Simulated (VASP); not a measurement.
# AlC3 (Fm-3m) in VASP: a series of runs

Runs on AlC3. Level: PBE. Tasks: single point, relaxation of cell and atoms.

Everything below comes from runs of VASP 6.6.1. Logs are shortened: lines on timing, memory, paths and dates and some standing lists are left out, and cuts for length are marked.

## Step 1: The cell of the first run

Symmetry: Fm-3m, No. 225, cubic system. Conventional cell: a = 5.183 Å, b = 5.183 Å, c = 5.183 Å, α = 90.00°, β = 90.00°, γ = 90.00°. Within 3.0 Å of Al (site symmetry m-3m) lie 14 C at 2.24 to 2.59 Å. C (site symmetry m-3m) has 8 C at 2.24 Å and 6 Al at 2.59 Å within 3.0 Å. C (site symmetry -43m) has 4 Al at 2.24 Å and 10 C at 2.24 to 2.59 Å within 3.0 Å.

## Step 2: Single point, PBE

Input file INCAR:

```
SYSTEM = AlC3
ALGO = Normal
EDIFF = 1E-6
ENCUT = 600
GGA = PE
GGA_COMPAT = .FALSE.
ISIF = 2
ISMEAR = -1
LASPH = .TRUE.
LCHARG = .TRUE.
LELF = .TRUE.
LREAL = .FALSE.
LVHAR = .TRUE.
LWAVE = .FALSE.
NBANDS = 16
NELM = 120
PREC = Accurate
SIGMA = 0.05
```

Input file KPOINTS:

```
k-points
0
G
  8 8 8
  0 0 0
```

Input file POSCAR:

```
AlC3
1.0
    0.0000000000      2.5914977281      2.5914977281
    2.5914977281      0.0000000000      2.5914977281
    2.5914977281      2.5914977281      0.0000000000
Al C
1 3
Direct
    0.0000000000      0.0000000000      0.0000000000
    0.5000000000      0.5000000000      0.5000000000
    0.2500000000      0.2500000000      0.2500000000
    0.7500000000      0.7500000000      0.7500000000
```

Potentials or basis: VASP PAW PBE potentials, release 64 (Al, C).

Run with:

```sh
cat potpaw_PBE.64/Al/POTCAR potpaw_PBE.64/C/POTCAR > POTCAR
mpirun -np 1 vasp_std > vasp.out
```

OUTCAR:

```text
SYSTEM = AlC3
   EDIFF = 1E-6
   ENCUT = 600
   GGA = PE
   ISIF = 2
   ISMEAR = -1
   LASPH = .TRUE.
   LREAL = .FALSE.
   NELM = 120
   PREC = Accurate

 ion  position               nearest neighbor table
   1  0.000  0.000  0.000-   4 2.24   4 2.24   4 2.24   3 2.24   3 2.24   3 2.24   4 2.24   3 2.24
                             2 2.59   2 2.59   2 2.59   2 2.59   2 2.59   2 2.59
   2  0.500  0.500  0.500-   1 2.59   1 2.59   1 2.59   1 2.59   1 2.59   1 2.59
   3  0.250  0.250  0.250-   1 2.24   1 2.24   1 2.24   1 2.24
   4  0.750  0.750  0.750-   1 2.24   1 2.24   1 2.24   1 2.24

  LATTYP: Found a face centered cubic cell.
 ALAT       =     5.1829954562

  Lattice vectors:

 A1 = (   0.0000000000,   2.5914977281,   2.5914977281)
 A2 = (   2.5914977281,   0.0000000000,   2.5914977281)
 A3 = (   2.5914977281,   2.5914977281,   0.0000000000)

Analysis of symmetry for initial positions (statically):
=====================================================================
 Subroutine PRICEL returns:
 Original cell was already a primitive cell.

 Routine SETGRP: Setting up the symmetry group for a
 face centered cubic supercell.

 Subroutine GETGRP returns: Found 48 space group operations
 (whereof 48 operations were pure point group operations)
 out of a pool of 48 trial point group operations.

The static configuration has the point symmetry O_h .

Analysis of symmetry for dynamics (positions and initial velocities):
=====================================================================
 Subroutine PRICEL returns:
 Original cell was already a primitive cell.

 Routine SETGRP: Setting up the symmetry group for a
 face centered cubic supercell.

 Subroutine GETGRP returns: Found 48 space group operations
 (whereof 48 operations were pure point group operations)
 out of a pool of 48 trial point group operations.

The dynamic configuration has the point symmetry O_h .

 Subroutine INISYM returns: Found 48 space group operations
 (whereof 48 operations are pure point group operations),
 and found     1 'primitive' translations

----------------------------------------------------------------------------------------

                                     Primitive cell

  volume of cell :      34.8083

  direct lattice vectors                    reciprocal lattice vectors
     0.000000000  2.591497728  2.591497728    -0.192938622  0.192938622  0.192938622
     2.591497728  0.000000000  2.591497728     0.192938622 -0.192938622  0.192938622
     2.591497728  2.591497728  0.000000000     0.192938622  0.192938622 -0.192938622

  length of vectors
     3.664931234  3.664931234  3.664931234     0.334179496  0.334179496  0.334179496

  position of ions in fractional coordinates (direct lattice)
     0.000000000  0.000000000  0.000000000
     0.500000000  0.500000000  0.500000000
     0.250000000  0.250000000  0.250000000
     0.750000000  0.750000000  0.750000000

  ion indices of the primitive-cell ions
   primitive index   ion index
                 1           1
                 2           2
                 3           3
                 4           4

----------------------------------------------------------------------------------------

 KPOINTS: k-points

Automatic generation of k-mesh.
 Grid dimensions read from file:
 generate k-points for:    8    8    8

 Generating k-lattice:

  Cartesian coordinates                     Fractional coordinates (reciprocal lattice)
    -0.024117328  0.024117328  0.024117328     0.125000000  0.000000000  0.000000000
     0.024117328 -0.024117328  0.024117328     0.000000000  0.125000000  0.000000000
     0.024117328  0.024117328 -0.024117328     0.000000000  0.000000000  0.125000000

  Length of vectors
     0.041772437  0.041772437  0.041772437

  Shift w.r.t. Gamma in fractional coordinates (k-lattice)
     0.000000000  0.000000000  0.000000000

 Subroutine IBZKPT returns following result:
 ===========================================

 Found     29 irreducible k-points:

 Following reciprocal coordinates:
            Coordinates               Weight
  0.000000  0.000000  0.000000      1.000000
  0.125000  0.000000  0.000000      8.000000
  0.250000  0.000000  0.000000      8.000000
  0.375000  0.000000  0.000000      8.000000
  0.500000  0.000000  0.000000      4.000000
  0.125000  0.125000  0.000000      6.000000
[... 16 lines left out ...]
  0.500000  0.250000  0.125000     48.000000
 -0.375000  0.250000  0.125000     24.000000
 [... further k-points ...]
   k-points           NKPTS =     29   k-points in BZ     NKDIM =     29   number of bands    NBANDS=     16
   number of dos      NEDOS =    301   number of ions     NIONS =      4
   total plane-waves  NPLWV =  27000
   dimension x,y,z NGX =    30 NGY =   30 NGZ =   30
   dimension x,y,z NGXF=    60 NGYF=   60 NGZF=   60
   ions per type =               1   3
   NGX,Y,Z   is equivalent  to a cutoff of  13.61, 13.61, 13.61 a.u.
   NGXF,Y,Z  is equivalent  to a cutoff of  27.22, 27.22, 27.22 a.u.
 SYSTEM =  AlC3
   PREC   = accura    normal or accurate (medium, high low for compatibility)
   ISTART =      0    job   : 0-new  1-cont  2-samecut
   ICHARG =      2    charge: 1-file 2-atom 10-const
   ISPIN  =      1    spin polarized calculation?
   LNONCOLLINEAR =      F non collinear calculations
   LSORBIT =      F    spin-orbit coupling
   LASPH  =      T    aspherical Exc in radial PAW
   ENCUT  =  600.0 eV  44.10 Ry    6.64 a.u.   7.32  7.32  7.32*2*pi/ulx,y,z
   NELM   =    120;   NELMIN=  2; NELMDL= -5     # of ELM steps
   EDIFF  = 0.1E-05   stopping-criterion for ELM
   LREAL  =      F    real-space projection
   EDIFFG = 0.1E-04   stopping-criterion for IOM
   NSW    =      0    number of steps for IOM
   IBRION =     -1    ionic relax: 0-MD 1-quasi-New 2-CG
   NFREE  =      0    steps in history (QN), initial steepest desc. (CG)
   ISIF   =      2    stress and relaxation
   ISYM   =      2    0-nonsym 1-usesym 2-fastsym
   POTIM  = 0.5000    time-step for ionic-motion
   TEBEG  =    0.0;   TEEND  =   0.0 temperature during run
   PSTRESS=    0.0 pullay stress
   NELECT =      15.0000    total number of electrons
   NUPDOWN=      -1.0000    fix difference up-down
   EMIN   =  10.00;   EMAX   =-10.00  energy-range for DOS
   EFERMI =   0.00;   METHOD = LEGACY
   ISMEAR =    -1;   SIGMA  =   0.05  broadening in eV -4-tet -1-fermi 0-gaus
   EFERMI_NEDOS =   21; number of points for ismear=-14 and -15
   IALGO  =     38    algorithm
   IMIX   =      4    mixing-type and parameters
     AMIX     =   0.40;   BMIX     =  1.00
     AMIX_MAG =   1.60;   BMIX_MAG =  1.00
  volume/ion in A,a.u.               =       8.70        58.72
  Fermi-wavevector in a.u.,A,eV,Ry     =   1.236548  2.336737 20.804012  1.529052
  Thomas-Fermi vector in A             =   2.371152
   LORBIT       =      0    0 simple, 1 ext, 2 COOP (PROOUT), +10 PAW based schemes
   GGA     = PE    functional components
   LHFCALC =     F    Hartree Fock is set to
   AEXX    =    0.0000 exact exchange contribution
   IVDW    =     0    specifies the selected vdW correction
   LEPSILON=     F    determine dielectric tensor
   LRPA    =     F    only Hartree local field effects (RPA)
 non-spin polarized calculation
  energy-cutoff  :      600.00
  volume of cell :       34.81
 maximum number of plane-waves:      1211
 NGX is ok and might be reduce to    30
   NGX = 15   NGY = 15   NGZ = 15

 number of electron      15.0000000 magnetization

 Free energy of the ion-electron system (eV)
  ---------------------------------------------------
  ext. energy  EPLUGINS =         0.00000000
  ---------------------------------------------------
  free energy    TOTEN  =       -20.01308888 eV

  energy without entropy =      -19.99718269  energy(sigma->0) =      -20.00513579

 E-fermi :   8.1757     XC(G=0): -12.0411

 val. band max:        8.1340800731   @ k =   0.5000   0.2500   0.1250
 cond. band min:       8.1800095672   @ k =   0.1250   0.1250   0.0000
 fundamental gap:      0.0459294941
 Fermi energy:         8.1756969170

 k-point     1 :       0.0000    0.0000    0.0000
  band No.  band energies     occupation
      1      -8.3956      2.00000
      2       2.0095      2.00000
      3       3.9673      2.00000
      4       5.1563      2.00000
      5       5.1563      2.00000
      6       5.1563      2.00000
[... 8 lines left out ...]
     15      16.9693      0.00000
     16      19.9200      0.00000

 k-point     2 :       0.1250    0.0000    0.0000
  band No.  band energies     occupation
      1      -8.1760      2.00000
      2       1.2102      2.00000
      3       3.0105      2.00000
      4       4.7166      2.00000
      5       4.7166      2.00000
      6       5.0626      2.00000
[... 8 lines left out ...]
     15      17.6329      0.00000
     16      19.5704      0.00000

 k-point     3 :       0.2500    0.0000    0.0000
  band No.  band energies     occupation
      1      -7.5235      2.00000
      2      -0.8118      2.00000
      3       2.2331      2.00000
      4       4.2307      2.00000
      5       4.2307      2.00000
      6       5.5534      2.00000
[... 8 lines left out ...]
     15      18.4035      0.00000
     16      19.7955      0.00000

 k-point     4 :       0.3750    0.0000    0.0000
  band No.  band energies     occupation
      1      -6.4694      2.00000
      2      -2.9158      2.00000
      3       1.8838      2.00000
      4       3.9812      2.00000
      5       3.9812      2.00000
      6       5.6270      2.00000
[... 8 lines left out ...]
     15      17.9884      0.00000
     16      21.5878      0.00000
[... 324 lines left out ...]
 k-point    22 :       0.3750    0.2500    0.1250
  band No.  band energies     occupation
      1      -6.9494      2.00000
      2      -0.8011      2.00000
      3       0.1370      2.00000
      4       2.6913      2.00000
      5       3.9584      2.00000
      6       5.8275      2.00000
[... 8 lines left out ...]
     15      18.7151      0.00000
     16      19.6169      0.00000

 k-point    23 :       0.5000    0.2500    0.1250
  band No.  band energies     occupation
      1      -5.9076      2.00000
      2      -2.4897      2.00000
      3      -0.4814      2.00000
      4       1.9633      2.00000
      5       4.4329      2.00000
      6       5.3857      2.00000
[... 8 lines left out ...]
     15      19.2674      0.00000
     16      20.7942      0.00000

 k-point    24 :      -0.3750    0.2500    0.1250
  band No.  band energies     occupation
      1      -4.8670      2.00000
      2      -3.8529      2.00000
      3      -0.5817      2.00000
      4       1.6774      2.00000
      5       4.6556      2.00000
      6       5.0247      2.00000
[... 8 lines left out ...]
     15      19.4698      0.00000
     16      21.6582      0.00000

 [... further k-points ...]

------------------------ aborting loop because EDIFF is reached ----------------------------------------

  FORCE on cell =-STRESS in cart. coord.  units (eV):
  Direction    XX          YY          ZZ          XY          YZ          ZX
  --------------------------------------------------------------------------------------
  -------------------------------------------------------------------------------------
  Total       -0.0243454     -0.0243454     -0.0243454     -0.0000000     -0.0000000      0.0000000
  in kB       -1.1205842     -1.1205842     -1.1205842     -0.0000000     -0.0000000      0.0000000
  external PRESSURE =      -1.1205842 kB  Pullay stress =       0.0000000 kB

 VOLUME and BASIS-vectors are now :
 -----------------------------------------------------------------------------
  energy-cutoff  :      600.00
  volume of cell :       34.81
      direct lattice vectors                 reciprocal lattice vectors
     0.000000000  2.591497728  2.591497728    -0.192938622  0.192938622  0.192938622
     2.591497728  0.000000000  2.591497728     0.192938622 -0.192938622  0.192938622
     2.591497728  2.591497728  0.000000000     0.192938622  0.192938622 -0.192938622

 POSITION                                       TOTAL-FORCE (eV/Angst)
 -----------------------------------------------------------------------------------
      0.00000      0.00000      0.00000         0.000000     -0.000000      0.000000
      2.59150      2.59150      2.59150         0.000000     -0.000000      0.000000
      1.29575      1.29575      1.29575        -0.000000     -0.000000     -0.000000
      3.88725      3.88725      3.88725         0.000000      0.000000     -0.000000
 -----------------------------------------------------------------------------------
    total drift:                                0.000000     -0.000000      0.000000

  FREE ENERGIE OF THE ION-ELECTRON SYSTEM (eV)
  ---------------------------------------------------
  free  energy   TOTEN  =       -20.0130888786 eV

  energy  without entropy=      -19.9971826918  energy(sigma->0) =      -20.00513579
```

Wall time 40 s (1 thread of AMD EPYC 7R43 (Zen 3), shared host); peak memory 0.12 GiB.

What came out:

* Free energy: -20.0131 eV
* Pressure: -0.1 GPa
* Band gap on the k mesh: zero (an odd number of electrons rules out a gap without spin polarisation)

## Step 3: Relaxation of cell and atoms, PBE

This run uses another cell than the first one, of 8.24 Å³/atom.

Input file INCAR:

```
PREC = Accurate
ENCUT = 600
EDIFF = 1E-7
ISMEAR = -1
SIGMA = 0.05
LREAL = False
LASPH = True
NELM = 120
ALGO = Normal
ISIF = 3
LWAVE = False
LCHARG = False
GGA = PE
IBRION = 2
NSW = 60
EDIFFG = -0.02
GGA_COMPAT = False
NELMIN = 4
```

Input file KPOINTS:

```
Automatic mesh
0
Gamma
  8 8 8
```

Input file POSCAR:

```
AlC3
1.0
    0.0000000000      2.5450000000      2.5450000000
    2.5450000000      0.0000000000      2.5450000000
    2.5450000000      2.5450000000      0.0000000000
Al C
1 3
Direct
    0.0000000000      0.0000000000      0.0000000000
    0.5000000000      0.5000000000      0.5000000000
    0.2500000000      0.2500000000      0.2500000000
    0.7500000000      0.7500000000      0.7500000000
```

Potentials or basis: VASP PAW PBE potentials, release 64 (Al, C).

Run with:

```sh
cat potpaw_PBE.64/Al/POTCAR potpaw_PBE.64/C/POTCAR > POTCAR
mpirun -np 1 vasp_std > vasp.out
```

Wall time 79 s (1 thread of AMD EPYC 7R43 (Zen 3), shared host); peak memory 0.13 GiB.

Results (log left out):

```yaml
Free_energy: -20.0115 eV
Relaxed_volume: 8.70 Å³/atom
Relaxed_cell: a = 3.664 Å, b = 3.664 Å, c = 3.664 Å, α = 60.00°, β = 60.00°, γ = 60.00°
Space_group_after_relaxing_to_0.1_Å: Fm-3m (No. 225)
Energy_gained_by_relaxing: 13.1 meV/atom
Ionic_steps: 3
Pressure_after_relaxing: 0.0 GPa
Band_gap_on_the_k_mesh: zero (an odd number of electrons rules out a gap without spin polarisation)
```

The path:
```csv
step,energy change (eV),largest force (eV/Å),pressure (GPa),volume (Å³)
1,0.0000,0.0000,9.59,32.97
2,-0.0474,0.0000,-2.57,35.38
3,-0.0522,0.0000,0.01,34.79
```

Final structure:
```yaml
crystal:
  lattice:
    - [0.00000, 2.59102, 2.59102]
    - [2.59102, 0.00000, 2.59102]
    - [2.59102, 2.59102, 0.00000]
  atoms:
    - { symbol: Al, position: [0.00000, 0.00000, 0.00000] }
    - { symbol: C, position: [0.50000, 0.50000, 0.50000] }
    - { symbol: C, position: [0.25000, 0.25000, 0.25000] }
    - { symbol: C, position: [0.75000, 0.75000, 0.75000] }
```

Levels at points of the mesh, in eV from the Fermi level:
```
           k point  band 6  band 7  band 8  band 9  band 10  band 11
(0.00, 0.00, 0.00)   -3.02   -2.12   -2.12   -2.12     1.03     1.03
(0.50, 0.00, 0.00)   -2.61   -2.48   -2.48    1.95     3.33     3.33
(0.50, 0.50, 0.00)   -4.42    2.07    2.07    2.63     3.27     3.90
```
